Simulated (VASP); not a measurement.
# CdS (P3m1) in VASP: further runs, part 2 of 2

VASP 6.6.1.

## Step 5: Single point, LDA

This run uses another cell than the first one, of 47.48 Å³/atom, 1.062 times its volume.

The input, INCAR:

```
SYSTEM = CdS
PREC = Accurate
ENCUT = 520
EDIFF = 1E-7
ISMEAR = 0
SIGMA = 0.02
LREAL = .FALSE.
LASPH = .TRUE.
NELM = 100
ALGO = Normal
ISIF = 2
LWAVE = .FALSE.
LCHARG = .TRUE.
GGA = CA
LELF = .TRUE.
LVHAR = .TRUE.
NBANDS = 16
```

The input, KPOINTS:

```
Automatic mesh
0
G
  6 6 4
  0 0 0
```

The input, POSCAR:

```
CdS
1.0
    4.3463934000      0.0000000000      0.0000000000
   -2.1731967000      3.7640866200      0.0000000000
    0.0000000000      0.0000000000      5.8041730000
Cd S
1 1
Direct
    0.0000000000      0.0000000000      0.4426920000
    0.6666666667      0.3333333333      0.4343080000
```

Potentials or basis: VASP PAW LDA potentials, release 64 (Cd, S).

Started as:

```
> cat potpaw_LDA.64/Cd/POTCAR potpaw_LDA.64/S/POTCAR > POTCAR
> mpirun -np 1 vasp_std > vasp.out
```

OUTCAR:

```text
SYSTEM = CdS
   PREC = Accurate
   ENCUT = 520
   EDIFF = 1E-7
   ISMEAR = 0
   LREAL = .FALSE.
   LASPH = .TRUE.
   NELM = 100
   ISIF = 2
   GGA = CA

 ion  position               nearest neighbor table
   1  0.000  0.000  0.443-   2 2.51   2 2.51   2 2.51
   2  0.667  0.333  0.434-   1 2.51   1 2.51   1 2.51

  LATTYP: Found a hexagonal cell.
 ALAT       =     4.3463934000
 C/A-ratio  =     1.3353998283

  Lattice vectors:

 A1 = (   4.3463934000,   0.0000000000,   0.0000000000)
 A2 = (  -2.1731967000,   3.7640866200,   0.0000000000)
 A3 = (   0.0000000000,   0.0000000000,   5.8041730000)

Analysis of symmetry for initial positions (statically):
=====================================================================
 Subroutine PRICEL returns:
 Original cell was already a primitive cell.

 Routine SETGRP: Setting up the symmetry group for a
 hexagonal supercell.

 Subroutine GETGRP returns: Found  6 space group operations
 (whereof  6 operations were pure point group operations)
 out of a pool of 24 trial point group operations.

The static configuration has the point symmetry C_3v.

Analysis of symmetry for dynamics (positions and initial velocities):
[... 160 lines left out ...]
 val. band max:       -2.4766840345   @ k =   0.3333   0.3333   0.0000
 cond. band min:      -1.4567234345   @ k =   0.0000   0.0000   0.0000
 fundamental gap:      1.0199606001
 Fermi energy:        -2.3824006191

 k-point     1 :       0.0000    0.0000    0.0000
  band No.  band energies     occupation
      1     -13.8783      2.00000
      2     -10.1039      2.00000
      3     -10.1039      2.00000
      4      -9.6705      2.00000
      5      -9.6705      2.00000
      6      -9.4822      2.00000
[... 433 lines left out ...]
      3      -9.8358      2.00000
      4      -9.7517      2.00000
      5      -9.7046      2.00000
      6      -9.1762      2.00000
[... 8 lines left out ...]
     15       6.6551      0.00000
     16       8.2995      0.00000

------------------------ aborting loop because EDIFF is reached ----------------------------------------

  FORCE on cell =-STRESS in cart. coord.  units (eV):
  Direction    XX          YY          ZZ          XY          YZ          ZX
  --------------------------------------------------------------------------------------
  -------------------------------------------------------------------------------------
  Total       -3.1300286     -3.1300278     -0.0604827      0.0000000      0.0000000      0.0000000
  in kB      -52.8116690    -52.8116556     -1.0204987      0.0000000      0.0000000      0.0000000
  external PRESSURE =     -35.5479411 kB  Pullay stress =       0.0000000 kB

 VOLUME and BASIS-vectors are now :
 -----------------------------------------------------------------------------
  energy-cutoff  :      520.00
  volume of cell :       94.96
      direct lattice vectors                 reciprocal lattice vectors
     4.346393400  0.000000000  0.000000000     0.230075814  0.132834350  0.000000000
    -2.173196700  3.764086620  0.000000000     0.000000000  0.265668700  0.000000000
     0.000000000  0.000000000  5.804173000     0.000000000  0.000000000  0.172289834

 POSITION                                       TOTAL-FORCE (eV/Angst)
 -----------------------------------------------------------------------------------
      0.00000      0.00000      2.56946         0.000000      0.000000     -0.033174
      2.17320      1.25470      2.52080        -0.000000      0.000000      0.033174
 -----------------------------------------------------------------------------------
    total drift:                                0.000001      0.000004     -0.000040

  FREE ENERGIE OF THE ION-ELECTRON SYSTEM (eV)
  ---------------------------------------------------
  free  energy   TOTEN  =        -6.4964917369 eV

  energy  without entropy=       -6.4964917369  energy(sigma->0) =       -6.49649174
```

OSZICAR:

```text
N       E                     dE             d eps       ncg     rms          rms(c)
DAV:   1     0.107308930332E+03    0.10731E+03   -0.77562E+03   768   0.923E+02
DAV:   2    -0.156571859480E+01   -0.10887E+03   -0.10366E+03   968   0.236E+02
DAV:   3    -0.721089392138E+01   -0.56452E+01   -0.56224E+01   912   0.549E+01
DAV:   4    -0.726534409457E+01   -0.54450E-01   -0.54442E-01  1008   0.525E+00
DAV:   5    -0.726641882247E+01   -0.10747E-02   -0.10747E-02   904   0.687E-01    0.666E+00
DAV:   6    -0.654900786100E+01    0.71741E+00   -0.12939E+00  1136   0.122E+01    0.533E+00
DAV:   7    -0.650650441464E+01    0.42503E-01   -0.20174E-01   840   0.306E+00    0.261E+00
DAV:   8    -0.649641492908E+01    0.10089E-01   -0.23340E-02   968   0.165E+00    0.233E-01
DAV:   9    -0.649600965247E+01    0.40528E-03   -0.22141E-03   920   0.573E-01    0.132E-01
DAV:  10    -0.649629008910E+01   -0.28044E-03   -0.30204E-04   856   0.119E-01    0.975E-02
DAV:  11    -0.649649024104E+01   -0.20015E-03   -0.13484E-04   832   0.647E-02    0.195E-02
DAV:  12    -0.649648662463E+01    0.36164E-05   -0.11063E-05  1016   0.322E-02    0.475E-03
DAV:  13    -0.649649167429E+01   -0.50497E-05   -0.35868E-06   856   0.100E-02    0.594E-03
DAV:  14    -0.649649173692E+01   -0.62627E-07   -0.59805E-08   808   0.268E-03
   1 F= -.64964917E+01 E0= -.64964917E+01  d E =-.349639E-13
```

stdout:

```text
POSCAR found type information on POSCAR CdS
 POSCAR found :  2 types and       2 ions
 scaLAPACK will be used
 LDA part: xc-table for (Slater(with rela. corr.)+CA(PZ))
 , standard interpolation
 POSCAR, INCAR and KPOINTS ok, starting setup
 FFT: planning ... GRIDC
 FFT: planning ... GRID_SOFT
 FFT: planning ... GRID
 WAVECAR not read
 entering main loop
```

Wall time 16 s (1 thread of Intel Xeon Platinum 8488C (Sapphire Rapids), shared host); peak memory 0.19 GiB.

Results:

| Property | Result |
| --- | --- |
| Free energy | -6.4965 eV |
| Pressure | -3.6 GPa |
| Largest force | 0.033 eV/Å |
| Band gap on the k mesh | 1.02 eV, indirect (least direct gap 1.16 eV) |

Forces in eV/Å, atoms in the order of the input:
```
Cd   0.000  0.000 -0.033
S    0.000  0.000  0.033
```

Stress tensor (GPa, compression positive):
```
-5.28  0.00  0.00
 0.00 -5.28  0.00
 0.00  0.00 -0.10
```

Levels at points of the mesh, in eV from the valence-band top:
| k point | band 5 | band 6 | band 7 | band 8 | band 9 | band 10 | band 11 | band 12 | band 13 | band 14 |
| --- | --- | --- | --- | --- | --- | --- | --- | --- | --- | --- |
| (0.00, 0.00, 0.00) | -7.19 | -7.01 | -0.94 | -0.14 | -0.14 | 1.02 | 5.47 | 6.61 | 6.61 | 6.64 |
| (0.50, 0.00, 0.00) | -7.21 | -6.85 | -3.56 | -1.31 | -0.11 | 3.30 | 4.96 | 6.43 | 7.28 | 9.73 |
| (0.00, 0.00, 0.50) | -7.19 | -7.00 | -1.16 | -0.13 | -0.13 | 1.27 | 4.85 | 6.66 | 6.66 | 9.21 |
| (0.50, 0.00, 0.50) | -7.21 | -6.84 | -3.52 | -1.30 | -0.23 | 3.45 | 4.06 | 7.46 | 7.53 | 9.76 |

## Step 6: The runs side by side

| cell | gap on the mesh (eV) | pressure (GPa) | largest force (eV/Å) |
| --- | --- | --- | --- |
| a = 4.219, b = 4.219, c = 5.804 Å, angles 90.0, 90.0, 120.0°, 2 atoms | 1.35 | -1.5 | 0.02 |
| a = 4.261, b = 4.261, c = 5.804 Å, angles 90.0, 90.0, 120.0°, 2 atoms | 1.27 | -2.3 | 0.02 |
| a = 4.304, b = 4.304, c = 5.804 Å, angles 90.0, 90.0, 120.0°, 2 atoms | 1.15 | -3.0 | 0.03 |
| a = 4.346, b = 4.346, c = 5.804 Å, angles 90.0, 90.0, 120.0°, 2 atoms | 1.02 | -3.6 | 0.03 |

Alike in all rows: task single point; level LDA; potentials or basis VASP PAW LDA potentials, release 64 (Cd, S); no spin polarisation; k mesh 6 × 6 × 4; cutoff (eV) 520; smearing gaussian 0.02 eV.

Total energies depend on the potentials used, so only differences within one code and one set of settings carry meaning.
